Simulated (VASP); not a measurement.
# Mg2Sn (Fm-3m) in VASP: density of states with PBE

Aim: the density of states of Mg2Sn with PBE.

Program: VASP 6.6.1. These are calculated values, not measurements. Logs are shortened: lines on timing, memory, paths and dates and some standing lists are left out, and cuts for length are marked.

## (1) The cell of the first run

The structure is cubic, space group Fm-3m (No. 225). The conventional cell has a = 6.817 Å, b = 6.817 Å, c = 6.817 Å, α = 90.00°, β = 90.00°, γ = 90.00°. Sn (site symmetry m-3m) has 8 Mg at 2.95 Å within 3.9 Å. Within 3.9 Å of Mg (site symmetry -43m) lie 4 Sn at 2.95 Å and 6 Mg at 3.41 Å.

## (2) Density of states, PBE

POSCAR

```
Mg2Sn
1.0
    0.0000000000      3.4084570000      3.4084570000
    3.4084570000      0.0000000000      3.4084570000
    3.4084570000      3.4084570000      0.0000000000
Sn Mg
1 2
Direct
    0.0000000000      0.0000000000      0.0000000000
    0.2500000000      0.2500000000      0.2500000000
    0.7500000000      0.7500000000      0.7500000000
```

INCAR.step1

```
SYSTEM = Mg2Sn
ALGO     = Normal         ! electronic algorithm
EDIFF    = 1E-6           ! SCF threshold, eV
ENCUT    = 520            ! plane-wave cutoff, eV
GGA      = PE             ! functional
GGA_COMPAT= .FALSE.      
ISIF     = 2              ! what is computed and relaxed
ISMEAR   = -1             ! smearing method
LASPH    = .TRUE.         ! aspherical terms in the spheres
LCHARG   = .TRUE.         ! write CHGCAR
LORBIT   = 11             ! projections on sites
LREAL    = .FALSE.        ! projectors in reciprocal space
LWAVE    = .FALSE.        ! write WAVECAR
NBANDS   = 16             ! bands
NEDOS    = 2001           ! points of the DOS
NELM     = 120            ! most SCF steps
PREC     = Accurate       ! precision mode
SIGMA    = 0.0249         ! smearing width, eV
```

KPOINTS.step1

```
k-points
0
G
  9 9 9
  0 0 0
```

INCAR.step2

```
SYSTEM = Mg2Sn
ALGO     = Normal         ! electronic algorithm
EDIFF    = 1E-6           ! SCF threshold, eV
ENCUT    = 520            ! plane-wave cutoff, eV
GGA      = PE             ! functional
GGA_COMPAT= .FALSE.      
ICHARG   = 11             ! starting density
ISIF     = 2              ! what is computed and relaxed
ISMEAR   = -5             ! smearing method
LASPH    = .TRUE.         ! aspherical terms in the spheres
LCHARG   = .FALSE.        ! write CHGCAR
LORBIT   = 11             ! projections on sites
LREAL    = .FALSE.        ! projectors in reciprocal space
LWAVE    = .FALSE.        ! write WAVECAR
NBANDS   = 16             ! bands
NEDOS    = 1001           ! points of the DOS
NELM     = 120            ! most SCF steps
PREC     = Accurate       ! precision mode
SIGMA    = 0.0249         ! smearing width, eV
```

KPOINTS.step2

```
k-points
0
G
  14 14 14
  0 0 0
```

Potentials or basis: VASP PAW PBE potentials, release 64 (Sn_d, Mg).

The run is started by

```bash
cat potpaw_PBE.64/Sn_d/POTCAR potpaw_PBE.64/Mg/POTCAR > POTCAR
cp INCAR.step1 INCAR
cp KPOINTS.step1 KPOINTS
mpirun -np 1 vasp_std > vasp.out
cp INCAR.step2 INCAR
cp KPOINTS.step2 KPOINTS
mpirun -np 1 vasp_std > vasp.out
```

OUTCAR:

```text
SYSTEM = Mg2Sn
   EDIFF = 1E-6
   ENCUT = 520
   GGA = PE
   ICHARG = 11
   ISIF = 2
   ISMEAR = -5
   LASPH = .TRUE.
   LORBIT = 11
   LREAL = .FALSE.
   NELM = 120
   PREC = Accurate

 ion  position               nearest neighbor table
   1  0.000  0.000  0.000-   3 2.95   3 2.95   3 2.95   2 2.95   2 2.95   2 2.95   3 2.95   2 2.95

   2  0.250  0.250  0.250-   1 2.95   1 2.95   1 2.95   1 2.95   3 3.41   3 3.41   3 3.41   3 3.41
                             3 3.41   3 3.41
   3  0.750  0.750  0.750-   1 2.95   1 2.95   1 2.95   1 2.95   2 3.41   2 3.41   2 3.41   2 3.41
                             2 3.41   2 3.41

  LATTYP: Found a face centered cubic cell.
 ALAT       =     6.8169140000

  Lattice vectors:

 A1 = (   0.0000000000,   3.4084570000,   3.4084570000)
 A2 = (   3.4084570000,   0.0000000000,   3.4084570000)
 A3 = (   3.4084570000,   3.4084570000,   0.0000000000)

Analysis of symmetry for initial positions (statically):
=====================================================================
 Subroutine PRICEL returns:
 Original cell was already a primitive cell.

 Routine SETGRP: Setting up the symmetry group for a
 face centered cubic supercell.

 Subroutine GETGRP returns: Found 48 space group operations
 (whereof 48 operations were pure point group operations)
 out of a pool of 48 trial point group operations.

The static configuration has the point symmetry O_h .

Analysis of symmetry for dynamics (positions and initial velocities):
=====================================================================
 Subroutine PRICEL returns:
 Original cell was already a primitive cell.

 Routine SETGRP: Setting up the symmetry group for a
 face centered cubic supercell.

 Subroutine GETGRP returns: Found 48 space group operations
 (whereof 48 operations were pure point group operations)
 out of a pool of 48 trial point group operations.

The dynamic configuration has the point symmetry O_h .

 Subroutine INISYM returns: Found 48 space group operations
 (whereof 48 operations are pure point group operations),
 and found     1 'primitive' translations

----------------------------------------------------------------------------------------

                                     Primitive cell

  volume of cell :      79.1960

  direct lattice vectors                    reciprocal lattice vectors
[... 93 lines left out ...]
   EDIFFG = 0.1E-04   stopping-criterion for IOM
   NSW    =      0    number of steps for IOM
   IBRION =     -1    ionic relax: 0-MD 1-quasi-New 2-CG
   NFREE  =      0    steps in history (QN), initial steepest desc. (CG)
   ISIF   =      2    stress and relaxation
   ISYM   =      2    0-nonsym 1-usesym 2-fastsym
   POTIM  = 0.5000    time-step for ionic-motion
   TEBEG  =    0.0;   TEEND  =   0.0 temperature during run
   PSTRESS=    0.0 pullay stress
   NELECT =      18.0000    total number of electrons
   NUPDOWN=      -1.0000    fix difference up-down
   EMIN   =  10.00;   EMAX   =-10.00  energy-range for DOS
   EFERMI =   0.00;   METHOD = LEGACY
   ISMEAR =    -5;   SIGMA  =   0.02  broadening in eV -4-tet -1-fermi 0-gaus
   EFERMI_NEDOS =   21; number of points for ismear=-14 and -15
   IALGO  =     38    algorithm
   IMIX   =      4    mixing-type and parameters
     AMIX     =   0.40;   BMIX     =  1.00
     AMIX_MAG =   1.60;   BMIX_MAG =  1.00
  volume/ion in A,a.u.               =      26.40       178.15
  Fermi-wavevector in a.u.,A,eV,Ry     =   0.999074  1.887977 13.580652  0.998150
  Thomas-Fermi vector in A             =   2.131340
   LORBIT       =     11    0 simple, 1 ext, 2 COOP (PROOUT), +10 PAW based schemes
   GGA     = PE    functional components
   LHFCALC =     F    Hartree Fock is set to
   AEXX    =    0.0000 exact exchange contribution
   IVDW    =     0    specifies the selected vdW correction
   LEPSILON=     F    determine dielectric tensor
   LRPA    =     F    only Hartree local field effects (RPA)
 non-spin polarized calculation
 Fermi weights with tetrahedron method with Bloechl corrections
  energy-cutoff  :      520.00
  volume of cell :       79.20
 maximum number of plane-waves:      2159

 number of electron      17.9999998 magnetization

 Free energy of the ion-electron system (eV)
  ---------------------------------------------------
  ext. energy  EPLUGINS =         0.00000000
  ---------------------------------------------------
  free energy    TOTEN  =        -7.43411286 eV

  energy without entropy =       -7.43411286  energy(sigma->0) =       -7.43411286

 E-fermi :   4.0347     XC(G=0):  -8.6700

 val. band max:        4.1083334800   @ k =   0.0000   0.0000   0.0000
 cond. band min:       3.9718946670   @ k =   0.4286   0.4286   0.0000
 fundamental gap:     -0.1364388130
 Fermi energy:         4.0346848013

 k-point     1 :       0.0000    0.0000    0.0000
  band No.  band energies     occupation
      1     -16.8573      2.00000
      2     -16.8573      2.00000
      3     -16.8573      2.00000
      4     -16.8225      2.00000
      5     -16.8225      2.00000
      6      -4.8895      2.00000
[... 433 lines left out ...]
      3     -16.8549      2.00000
      4     -16.8230      2.00000
      5     -16.8216      2.00000
      6      -4.3229      2.00000
[... 8 lines left out ...]
     15       9.6744      0.00000
     16       9.7259      0.00000

 [... further k-points ...]
[... 5 lines left out ...]
  --------------------------------------------------------------------------------------
  -------------------------------------------------------------------------------------
  Total        0.0522399      0.0522399      0.0522399     -0.0000000     -0.0000000     -0.0000000
  in kB        1.0568413      1.0568413      1.0568413     -0.0000000     -0.0000000     -0.0000000
  external PRESSURE =       1.0568413 kB  Pullay stress =       0.0000000 kB

 VOLUME and BASIS-vectors are now :
 -----------------------------------------------------------------------------
  energy-cutoff  :      520.00
  volume of cell :       79.20
      direct lattice vectors                 reciprocal lattice vectors
     0.000000000  3.408457000  3.408457000    -0.146693944  0.146693944  0.146693944
     3.408457000  0.000000000  3.408457000     0.146693944 -0.146693944  0.146693944
     3.408457000  3.408457000  0.000000000     0.146693944  0.146693944 -0.146693944

 POSITION                                       TOTAL-FORCE (eV/Angst)
 -----------------------------------------------------------------------------------
      0.00000      0.00000      0.00000        -0.000000      0.000000     -0.000000
      1.70423      1.70423      1.70423        -0.000000     -0.000000     -0.000000
      5.11269      5.11269      5.11269         0.000000      0.000000      0.000000
 -----------------------------------------------------------------------------------
    total drift:                               -0.000000      0.000000      0.000000

  FREE ENERGIE OF THE ION-ELECTRON SYSTEM (eV)
  ---------------------------------------------------
  free  energy   TOTEN  =        -7.4341128585 eV

  energy  without entropy=       -7.4341128585  energy(sigma->0) =       -7.43411286

 total charge

# of ion       s       p       d       tot
------------------------------------------
    1        1.133   1.406   9.922  12.460
    2        0.182   0.122   0.017   0.321
    3        0.182   0.122   0.017   0.321
--------------------------------------------------
tot          1.496   1.650   9.957  13.102
```

OUTCAR.step1:

```text
SYSTEM = Mg2Sn
   EDIFF = 1E-6
   ENCUT = 520
   GGA = PE
   ISIF = 2
   ISMEAR = -1
   LASPH = .TRUE.
[... 687 lines left out ...]
    total drift:                               -0.000000      0.000000      0.000000

  FREE ENERGIE OF THE ION-ELECTRON SYSTEM (eV)
  ---------------------------------------------------
  free  energy   TOTEN  =        -7.4322532997 eV

  energy  without entropy=       -7.4315259539  energy(sigma->0) =       -7.43188963

 total charge

# of ion       s       p       d       tot
------------------------------------------
    1        1.132   1.403   9.922  12.457
    2        0.183   0.122   0.017   0.322
    3        0.183   0.122   0.017   0.322
--------------------------------------------------
tot          1.498   1.646   9.957  13.101
```

OSZICAR.step1:

```text
N       E                     dE             d eps       ncg     rms          rms(c)
DAV:   1     0.933037219872E+02    0.93304E+02   -0.82914E+03  1136   0.115E+03
DAV:   2    -0.224471409741E+00   -0.93528E+02   -0.91013E+02  1256   0.295E+02
DAV:   3    -0.753513353761E+01   -0.73107E+01   -0.72687E+01  1512   0.739E+01
DAV:   4    -0.772044724198E+01   -0.18531E+00   -0.18530E+00  1344   0.126E+01
DAV:   5    -0.772833237699E+01   -0.78851E-02   -0.78851E-02  1632   0.235E+00    0.318E+00
DAV:   6    -0.749156011773E+01    0.23677E+00   -0.21763E-01  1376   0.191E+00    0.175E+00
DAV:   7    -0.743052925026E+01    0.61031E-01   -0.19090E-01  1400   0.255E+00    0.466E-01
DAV:   8    -0.743202557372E+01   -0.14963E-02   -0.17221E-02  1408   0.145E+00    0.197E-01
DAV:   9    -0.743226046814E+01   -0.23489E-03   -0.15518E-03  1384   0.442E-01    0.465E-02
DAV:  10    -0.743223960450E+01    0.20864E-04   -0.15602E-04  1408   0.761E-02    0.213E-02
DAV:  11    -0.743225385189E+01   -0.14247E-04   -0.98792E-05  1184   0.800E-02    0.169E-02
DAV:  12    -0.743225329971E+01    0.55217E-06   -0.41534E-06  1408   0.191E-02
   1 F= -.74322533E+01 E0= -.74318896E+01  d E =-.727346E-03
```

Wall time 3.3 min (1 thread of Intel Xeon 8259CL, shared host); peak memory 0.29 GiB.

What came out:

```yaml
Valence_electrons_inside_the_program's_atomic_spheres: Sn 12.46; Mg 0.32
```

Caveat: spin-orbit coupling is left out, which moves the levels of the heavy elements; tetrahedron occupations give inexact forces and stress in metals.
